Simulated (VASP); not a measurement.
# Co (P6_3/mmc) in VASP: single point with PBEsol

Aim: the single point of Co with PBEsol.

All numbers are computed with VASP 6.6.1; they aren't measurements. Logs are shortened: lines on timing, memory, paths and dates and some standing lists are left out, and cuts for length are marked.

**1. The cell of the first run**

Symmetry: P6_3/mmc, No. 194, hexagonal system. The conventional cell has a = 2.579 Å, b = 2.579 Å, c = 4.168 Å, α = 90.00°, β = 90.00°, γ = 120.00°. Co (site symmetry -6m2) has 12 Co at 2.56 to 2.58 Å within 3.4 Å.

**2. Single point, PBEsol, collinear spin, ferromagnetic start (strain +0.050 along x and y, +0.050 along z)**

Input file INCAR:

```
SYSTEM = Co
ALGO = Normal ; EDIFF = 1E-7
ENCUT = 520 ; GGA = PS
ISIF = 2 ; ISMEAR = 0
ISPIN = 2 ; LASPH = .True.
LCHARG = .True. ; LELF = .True.
LMAXMIX = 4 ; LORBIT = 11
LREAL = .False. ; LVHAR = .True.
LWAVE = .False. ; MAGMOM = 1.8 1.8
NBANDS = 20 ; NELM = 150
PREC = Accurate ; SIGMA = 0.15
```

Input file KPOINTS:

```
k-points
0
Gamma
  30 30 16
  0 0 0
```

Input file POSCAR:

```
Co
1.0
    2.5792434228      0.0000000000      0.0000000000
   -1.2896217114      2.2336903266      0.0000000000
    0.0000000000      0.0000000000      4.1678842905
Co
2
Direct
    0.3333333333      0.6666666667      0.2500000000
    0.6666666667      0.3333333333      0.7500000000
```

Potentials or basis: VASP PAW PBE potentials, release 64 (Co).

Started as:

```sh
$ cat potpaw_PBE.64/Co/POTCAR > POTCAR
$ mpirun -np 1 vasp_std > vasp.out
```

OUTCAR:

```text
SYSTEM = Co
   EDIFF = 1E-7
   ENCUT = 520
   GGA = PS
   ISIF = 2
   ISMEAR = 0
   ISPIN = 2
   LASPH = .True.
   LORBIT = 11
   LREAL = .False.
   NELM = 150
   PREC = Accurate

 ion  position               nearest neighbor table
   1  0.333  0.667  0.250-   2 2.56   2 2.56   2 2.56   2 2.56   2 2.56   2 2.56
   2  0.667  0.333  0.750-   1 2.56   1 2.56   1 2.56   1 2.56   1 2.56   1 2.56

  LATTYP: Found a hexagonal cell.
 ALAT       =     2.5792434228
 C/A-ratio  =     1.6159328948

  Lattice vectors:

 A1 = (   2.5792434228,   0.0000000000,   0.0000000000)
 A2 = (  -1.2896217114,   2.2336903266,   0.0000000000)
 A3 = (   0.0000000000,   0.0000000000,   4.1678842905)

Analysis of symmetry for initial positions (statically):
=====================================================================
 Subroutine PRICEL returns:
 Original cell was already a primitive cell.

 Routine SETGRP: Setting up the symmetry group for a
 hexagonal supercell.

 Subroutine GETGRP returns: Found 24 space group operations
 (whereof 12 operations were pure point group operations)
 out of a pool of 24 trial point group operations.

The static configuration has the point symmetry D_3d.
 The point group associated with its full space group is D_6h.

Analysis of symmetry for dynamics (positions and initial velocities):
=====================================================================
 Subroutine PRICEL returns:
 Original cell was already a primitive cell.

 Routine SETGRP: Setting up the symmetry group for a
 hexagonal supercell.

 Subroutine GETGRP returns: Found 24 space group operations
 (whereof 12 operations were pure point group operations)
 out of a pool of 24 trial point group operations.

The dynamic configuration has the point symmetry D_3d.
 The point group associated with its full space group is D_6h.

Analysis of structural, dynamic, and magnetic symmetry:
=====================================================================
 Subroutine PRICEL returns:
 Original cell was already a primitive cell.

 Routine SETGRP: Setting up the symmetry group for a
 hexagonal supercell.

 Subroutine GETGRP returns: Found 24 space group operations
 (whereof 12 operations were pure point group operations)
 out of a pool of 24 trial point group operations.

The overall configuration has the point symmetry D_3d.
 The point group associated with its full space group is D_6h.

 Subroutine INISYM returns: Found 24 space group operations
 (whereof 12 operations are pure point group operations),
 and found     1 'primitive' translations

----------------------------------------------------------------------------------------

                                     Primitive cell

  volume of cell :      24.0121

  direct lattice vectors                    reciprocal lattice vectors
     2.579243423  0.000000000  0.000000000     0.387710594  0.223844816  0.000000000
    -1.289621711  2.233690327  0.000000000     0.000000000  0.447689632  0.000000000
     0.000000000  0.000000000  4.167884290     0.000000000  0.000000000  0.239929885

  length of vectors
     2.579243423  2.579243423  4.167884290     0.447689632  0.447689632  0.239929885

  position of ions in fractional coordinates (direct lattice)
     0.333333333  0.666666667  0.250000000
     0.666666667  0.333333333  0.750000000

  ion indices of the primitive-cell ions
   primitive index   ion index
                 1           1
                 2           2

----------------------------------------------------------------------------------------

 KPOINTS: k-points

Automatic generation of k-mesh.
 Grid dimensions read from file:
 generate k-points for:   30   30   16

 Generating k-lattice:

  Cartesian coordinates                     Fractional coordinates (reciprocal lattice)
     0.012923686  0.007461494  0.000000000     0.033333333 -0.000000000  0.000000000
     0.000000000  0.014922988  0.000000000     0.000000000  0.033333333  0.000000000
     0.000000000  0.000000000  0.014995618     0.000000000  0.000000000  0.062500000

  Length of vectors
     0.014922988  0.014922988  0.014995618

  Shift w.r.t. Gamma in fractional coordinates (k-lattice)
     0.000000000  0.000000000  0.000000000

 Subroutine IBZKPT returns following result:
 ===========================================

 Found    819 irreducible k-points:

 Following reciprocal coordinates:
            Coordinates               Weight
  0.000000  0.000000  0.000000      1.000000
  0.033333  0.000000  0.000000      6.000000
  0.066667  0.000000  0.000000      6.000000
  0.100000  0.000000  0.000000      6.000000
  0.133333  0.000000  0.000000      6.000000
  0.166667  0.000000  0.000000      6.000000
[... 16 lines left out ...]
  0.233333  0.033333  0.000000     12.000000
  0.266667  0.033333  0.000000     12.000000
 [... further k-points ...]
   k-points           NKPTS =    819   k-points in BZ     NKDIM =    819   number of bands    NBANDS=     20
   number of dos      NEDOS =    301   number of ions     NIONS =      2
   total plane-waves  NPLWV =  12800
   dimension x,y,z NGX =    20 NGY =   20 NGZ =   32
   dimension x,y,z NGXF=    40 NGYF=   40 NGZF=   64
   ions per type =               2
   NGX,Y,Z   is equivalent  to a cutoff of  12.89, 12.89, 12.76 a.u.
   NGXF,Y,Z  is equivalent  to a cutoff of  25.78, 25.78, 25.53 a.u.
 SYSTEM =  Co
   PREC   = accura    normal or accurate (medium, high low for compatibility)
   ISTART =      0    job   : 0-new  1-cont  2-samecut
   ICHARG =      2    charge: 1-file 2-atom 10-const
   ISPIN  =      2    spin polarized calculation?
   LNONCOLLINEAR =      F non collinear calculations
   LSORBIT =      F    spin-orbit coupling
   LASPH  =      T    aspherical Exc in radial PAW
   ENCUT  =  520.0 eV  38.22 Ry    6.18 a.u.   4.80  4.80  7.75*2*pi/ulx,y,z
   NELM   =    150;   NELMIN=  2; NELMDL= -5     # of ELM steps
   EDIFF  = 0.1E-06   stopping-criterion for ELM
   LREAL  =      F    real-space projection
   EDIFFG = 0.1E-05   stopping-criterion for IOM
   NSW    =      0    number of steps for IOM
   IBRION =     -1    ionic relax: 0-MD 1-quasi-New 2-CG
   NFREE  =      0    steps in history (QN), initial steepest desc. (CG)
   ISIF   =      2    stress and relaxation
   ISYM   =      2    0-nonsym 1-usesym 2-fastsym
   POTIM  = 0.5000    time-step for ionic-motion
   TEBEG  =    0.0;   TEEND  =   0.0 temperature during run
   PSTRESS=    0.0 pullay stress
   NELECT =      18.0000    total number of electrons
   NUPDOWN=      -1.0000    fix difference up-down
   EMIN   =  10.00;   EMAX   =-10.00  energy-range for DOS
   EFERMI =   0.00;   METHOD = LEGACY
   ISMEAR =     0;   SIGMA  =   0.15  broadening in eV -4-tet -1-fermi 0-gaus
   EFERMI_NEDOS =   21; number of points for ismear=-14 and -15
   IALGO  =     38    algorithm
   IMIX   =      4    mixing-type and parameters
     AMIX     =   0.40;   BMIX     =  1.00
     AMIX_MAG =   1.60;   BMIX_MAG =  1.00
  volume/ion in A,a.u.               =      12.01        81.02
  Fermi-wavevector in a.u.,A,eV,Ry     =   1.487152  2.810310 30.090930  2.211621
  Thomas-Fermi vector in A             =   2.600349
   LORBIT       =     11    0 simple, 1 ext, 2 COOP (PROOUT), +10 PAW based schemes
   GGA     = PS    functional components
   LHFCALC =     F    Hartree Fock is set to
   AEXX    =    0.0000 exact exchange contribution
   IVDW    =     0    specifies the selected vdW correction
   LEPSILON=     F    determine dielectric tensor
   LRPA    =     F    only Hartree local field effects (RPA)
 spin polarized calculation
 Gauss-broadening in eV      SIGMA  =   0.15
  energy-cutoff  :      520.00
  volume of cell :       24.01
 maximum number of plane-waves:       664
 NGX is ok and might be reduce to    20
   NGX =  9   NGY =  9   NGZ = 15

 number of electron      18.0000011 magnetization       3.3514103

 Free energy of the ion-electron system (eV)
  ---------------------------------------------------
  ext. energy  EPLUGINS =         0.00000000
  ---------------------------------------------------
  free energy    TOTEN  =       -15.17568508 eV

  energy without entropy =      -15.15300897  energy(sigma->0) =      -15.16434703

 E-fermi :   8.7205     XC(G=0): -12.9901

 val. band max:        8.7203905716   @ k =   0.2333   0.0000   0.0625
 cond. band min:       8.7234078094   @ k =   0.1000   0.1000   0.1250
 fundamental gap:      0.0030172378
 Fermi energy:         8.7205443728

 spin component 1

 k-point     1 :       0.0000    0.0000    0.0000
  band No.  band energies     occupation
      1       0.3292      1.00000
      2       4.0084      1.00000
      3       6.2365      1.00000
      4       6.2529      1.00000
      5       6.2529      1.00000
      6       6.5170      1.00000
[... 12 lines left out ...]
     19      32.8259      0.00000
     20      33.0110      0.00000
[... 507 lines left out ...]
 k-point    24 :       0.2667    0.0333    0.0000
  band No.  band energies     occupation
      1       2.6844      1.00000
      2       4.7571      1.00000
      3       5.2662      1.00000
      4       5.6797      1.00000
      5       6.2754      1.00000
      6       6.3288      1.00000
[... 12 lines left out ...]
     19      31.3183      0.00000
     20      33.6044      0.00000

 [... further k-points ...]

 spin component 2

 k-point     1 :       0.0000    0.0000    0.0000
  band No.  band energies     occupation
      1       0.3661      1.00000
      2       5.0002      1.00000
      3       7.9151      1.00000
      4       7.9400      1.00000
      5       7.9400      1.00000
      6       8.2550      0.99999
[... 12 lines left out ...]
     19      33.1470      0.00000
     20      33.1470      0.00000
[... 507 lines left out ...]
 k-point    24 :       0.2667    0.0333    0.0000
  band No.  band energies     occupation
      1       2.7970      1.00000
      2       6.0296      1.00000
      3       6.4913      1.00000
      4       7.0407      1.00000
      5       7.8727      1.00000
      6       8.0392      1.00000
[... 12 lines left out ...]
     19      31.2635      0.00000
     20      33.9635      0.00000

 [... further k-points ...]

------------------------ aborting loop because EDIFF is reached ----------------------------------------

  FORCE on cell =-STRESS in cart. coord.  units (eV):
  Direction    XX          YY          ZZ          XY          YZ          ZX
  --------------------------------------------------------------------------------------
  -------------------------------------------------------------------------------------
  Total       -3.8174459     -3.8174459     -3.7875025      0.0000000      0.0000000     -0.0000000
  in kB     -254.7138309   -254.7138308   -252.7158984      0.0000000      0.0000000     -0.0000000
  external PRESSURE =    -254.0478534 kB  Pullay stress =       0.0000000 kB

 VOLUME and BASIS-vectors are now :
 -----------------------------------------------------------------------------
  energy-cutoff  :      520.00
  volume of cell :       24.01
      direct lattice vectors                 reciprocal lattice vectors
     2.579243423  0.000000000  0.000000000     0.387710594  0.223844816  0.000000000
    -1.289621711  2.233690327  0.000000000     0.000000000  0.447689632  0.000000000
     0.000000000  0.000000000  4.167884290     0.000000000  0.000000000  0.239929885

 POSITION                                       TOTAL-FORCE (eV/Angst)
 -----------------------------------------------------------------------------------
     -0.00000      1.48913      1.04197         0.000000     -0.000000      0.000000
      1.28962      0.74456      3.12591        -0.000000      0.000000      0.000000
 -----------------------------------------------------------------------------------
    total drift:                               -0.000000      0.000000     -0.000000

  FREE ENERGIE OF THE ION-ELECTRON SYSTEM (eV)
  ---------------------------------------------------
  free  energy   TOTEN  =       -15.1756850823 eV

  energy  without entropy=      -15.1530089684  energy(sigma->0) =      -15.16434703

 total charge

# of ion       s       p       d       tot
------------------------------------------
    1        0.450   0.443   7.198   8.091
    2        0.450   0.443   7.198   8.091
--------------------------------------------------
tot          0.900   0.886  14.397  16.182

 magnetization (x)

# of ion       s       p       d       tot
------------------------------------------
    1       -0.014  -0.049   1.772   1.710
    2       -0.014  -0.049   1.772   1.710
--------------------------------------------------
tot         -0.027  -0.098   3.545   3.420
```

Run time: 10 min. Hardware: 1 thread of Oxide Virtual Turin-like, shared host; peak memory 0.55 GiB.

Results:

```
Free energy                                           : -15.1757 eV
Pressure                                              : -25.4 GPa
Net moment                                            : 3.35 μB per cell
Site moments                                          : Co +1.71 μB
Valence electrons inside the program's atomic spheres : Co 8.09
```

Caveat: the cell differs from its parent crystal (strain +0.050 along x and y, +0.050 along z); the cell stands under tension; the PAW data sets were made with another functional, which shifts forces and pressure a little.
